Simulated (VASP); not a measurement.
Set up this calculation in VASP 6.6.1, as the native input.

| Item | Value |
| --- | --- |
| Task | single point |
| Functional | r2SCAN |
| Potentials or basis | VASP PAW PBE potentials, release 64 (Sn_d, O) |
| Cutoff | 660 eV |
| k mesh | 6 × 6 × 6 |
| Occupations | fermi-dirac, width 0.02 eV |
| Spin | non-collinear spin, zero start, spin-orbit coupling |
| Starting moments | [[0.0, 0.0, 0.0], [0.0, 0.0, 0.0], [0.0, 0.0, 0.0], [0.0, 0.0, 0.0]] μB |
| Dipole correction | no |
| Further INCAR settings | ALGO = Normal; EDIFF = 1e-06; NBANDS = 54 |

SnO:

```xyz
4
Lattice="3.7926 0.0000 0.0000 0.0000 3.7926 0.0000 0.0000 0.0000 4.6156" Properties=species:S:1:pos:R:3 pbc="T T T"
Sn    0.0000    1.8963    1.1412
Sn    1.8963    0.0000    3.4745
O     1.8963    1.8963    0.0000
O     0.0000    0.0000    0.0000
```

This cell differs from its parent crystal: uniaxial z strain -3.0%.

These files were run (other wordings do the same):

POSCAR

```
SnO
1.0
    3.7925880617      0.0000000000      0.0000000000
    0.0000000000      3.7925880617      0.0000000000
    0.0000000000      0.0000000000      4.6156356110
Sn O
2 2
Direct
    0.0000000000      0.5000000000      0.2472417149
    0.5000000000      0.0000000000      0.7527582851
    0.5000000000      0.5000000000      0.0000000000
    0.0000000000      0.0000000000      0.0000000000
```

INCAR.step1

```
PREC = Accurate ; ENCUT = 660
ISMEAR = -1 ; SIGMA = 0.02
LREAL = F ; LASPH = T
NELM = 200 ; MAGMOM = 0 0 0 0 0 0 0 0 0 0 0 0
LSORBIT = T ; GGA_COMPAT = F
NBANDS = 54 ; GGA = PE
ALGO = Normal ; EDIFF = 1E-5
LWAVE = T ; LCHARG = F
```

INCAR.step2

```
PREC = Accurate ; ENCUT = 660
EDIFF = 1E-6 ; ISMEAR = -1
SIGMA = 0.02 ; LREAL = F
LASPH = T ; NELM = 200
ALGO = Normal ; ISIF = 2
LWAVE = F ; LCHARG = F
MAGMOM = 0 0 0 0 0 0 0 0 0 0 0 0 ; LORBIT = 11
LSORBIT = T ; GGA_COMPAT = F
LORBMOM = T ; METAGGA = R2SCAN
LMIXTAU = T ; NBANDS = 54
ISTART = 1
```

KPOINTS

```
regular mesh
0
Gamma
  6 6 6
```

Potentials or basis: VASP PAW PBE potentials, release 64 (Sn_d, O).

The run is started by

```console
$ cat potpaw_PBE.64/Sn_d/POTCAR potpaw_PBE.64/O/POTCAR > POTCAR
$ cp INCAR.step1 INCAR
$ mpirun -np 1 vasp_ncl > vasp.out
$ cp INCAR.step2 INCAR
$ mpirun -np 1 vasp_ncl > vasp.out
```

Results of the run:

```json
{"Pressure": "2.5 GPa", "Largest force": "0.118 eV/Å", "Net moment": "0.00 μB per cell", "Valence electrons inside the program's atomic spheres": "Sn 12.14; O 5.06"}
```

Caveat: the cell differs from its parent crystal (uniaxial z strain -3.0%); the PAW data sets were made with another functional, which shifts forces and pressure a little.

Wall time 24 min on 1 thread of Intel Xeon 6975P-C (shared host), peak memory 0.61 GiB.
